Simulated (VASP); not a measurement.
A run of VASP 6.6.1:

File INCAR:

```
PREC = Accurate
ENCUT = 520
EDIFF = 1E-8
ISMEAR = 0
SIGMA = 0.01
LREAL = False
LASPH = True
NELM = 60
ALGO = Normal
ISIF = 2
LWAVE = False
LCHARG = False
METAGGA = R2SCAN
LMIXTAU = True
LCALCEPS = True
KPAR = 4
```

Contents of KPOINTS:

```
regular mesh
0
Gamma
  6 6 4
```

POSCAR

```
CO2
1.0
    2.6429049853     -2.3798751837      0.0000000000
    2.6429049853      2.3798751837      0.0000000000
    0.0000000000      0.0000000000      6.4270279489
C O
2 4
Direct
    0.0000000000      0.0000000000      0.0000000000
    0.5000000000      0.5000000000      0.5000000000
    0.8037318635      0.1962681365      0.8928652631
    0.1962681365      0.8037318635      0.1071347369
    0.6962681365      0.3037318635      0.3928652631
    0.3037318635      0.6962681365      0.6071347369
```

Potentials or basis: VASP PAW PBE potentials, release 64 (C, O).

Run with:

```bash
$ cat potpaw_PBE.64/C/POTCAR potpaw_PBE.64/O/POTCAR > POTCAR
$ mpirun -np 4 vasp_std > vasp.out
```

Hardware: 4 MPI ranks on Intel(R) Xeon(R) Platinum 8259CL CPU @ 2.50GHz (Skylake/Cascade Lake) (shared host).

How long does it take, and how much memory?

Run time: 11 min on 4 MPI ranks on Intel(R) Xeon(R) Platinum 8259CL CPU @ 2.50GHz (Skylake/Cascade Lake), with other jobs on the host, peak memory 0.43 GiB a rank. Counts: scf iterations 71, k points 39.
